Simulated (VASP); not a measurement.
Here is a VASP 6.6.1 calculation.

Contents of POSCAR:

```
CdIn2O4
1.0
    0.0000000000      4.6003628490      4.6003628490
    4.6003628490      0.0000000000      4.6003628490
    4.6003628490      4.6003628490      0.0000000000
Cd In O
2 4 8
Direct
    0.0000000000      0.0000000000      0.0000000000
    0.2500000000      0.2500000000      0.2500000000
    0.6250000000      0.6250000000      0.6250000000
    0.1250000000      0.6250000000      0.6250000000
    0.6250000000      0.6250000000      0.1250000000
    0.6250000000      0.1250000000      0.6250000000
    0.8618762711      0.8618762711      0.8618762711
    0.8356288134      0.3881237289      0.3881237289
    0.8618762711      0.8618762711      0.4143711866
    0.3881237289      0.8356288134      0.3881237289
    0.4143711866      0.8618762711      0.8618762711
    0.3881237289      0.3881237289      0.3881237289
    0.8618762711      0.4143711866      0.8618762711
    0.3881237289      0.3881237289      0.8356288134
```

INCAR.step1

```
SYSTEM = CdIn2O4
PREC = Accurate ; ENCUT = 660
ISMEAR = 0 ; SIGMA = 0.01
LREAL = .FALSE. ; LASPH = .TRUE.
NELM = 120 ; NBANDS = 75
GGA = PE ; ALGO = Normal
EDIFF = 1E-5 ; LWAVE = .TRUE.
LCHARG = .FALSE. ; GGA_COMPAT = .FALSE.
```

The input INCAR.step2:

```
SYSTEM = CdIn2O4
PREC = Accurate ; ENCUT = 660
EDIFF = 1E-6 ; ISMEAR = 0
SIGMA = 0.01 ; LREAL = .FALSE.
LASPH = .TRUE. ; NELM = 120
ALGO = Normal ; ISIF = 2
LWAVE = .FALSE. ; LCHARG = .TRUE.
METAGGA = R2SCAN ; LMIXTAU = .TRUE.
LELF = .TRUE. ; LVHAR = .TRUE.
NBANDS = 75 ; ISTART = 1
GGA_COMPAT = .FALSE.
```

The input KPOINTS:

```
regular mesh
0
G
  6 6 6
  0 0 0
```

Potentials or basis: VASP PAW PBE potentials, release 64 (Cd, In_d, O).

Command:

```console
$ cat potpaw_PBE.64/Cd/POTCAR potpaw_PBE.64/In_d/POTCAR potpaw_PBE.64/O/POTCAR > POTCAR
$ cp INCAR.step1 INCAR
$ mpirun -np 1 vasp_std > vasp.out
$ cp INCAR.step2 INCAR
$ mpirun -np 1 vasp_std > vasp.out
```

**Question.** What does it give for the largest force?

**Answer.** 0.008 eV/Å.

**Question.** What does it give for the band gap on the k mesh?

**Answer.** 1.57 eV (least direct gap 1.64 eV).

Forces on the atoms (eV/Å):
```
Cd   0.000  0.000  0.000
Cd   0.000  0.000  0.000
In   0.000  0.000  0.000
In   0.000  0.000  0.000
In   0.000  0.000  0.000
In   0.000  0.000  0.000
O   -0.004 -0.004 -0.004
O    0.004 -0.004 -0.004
O    0.004  0.004 -0.004
O   -0.004  0.004 -0.004
O   -0.004  0.004  0.004
O    0.004  0.004  0.004
O    0.004 -0.004  0.004
O   -0.004 -0.004  0.004
```

Caveat: the PAW data sets were made with another functional, which shifts forces and pressure a little; spin-orbit coupling is left out, which moves the levels of the heavy elements. r2SCAN opens gaps a little over a GGA but as a rule still falls short of measured ones.
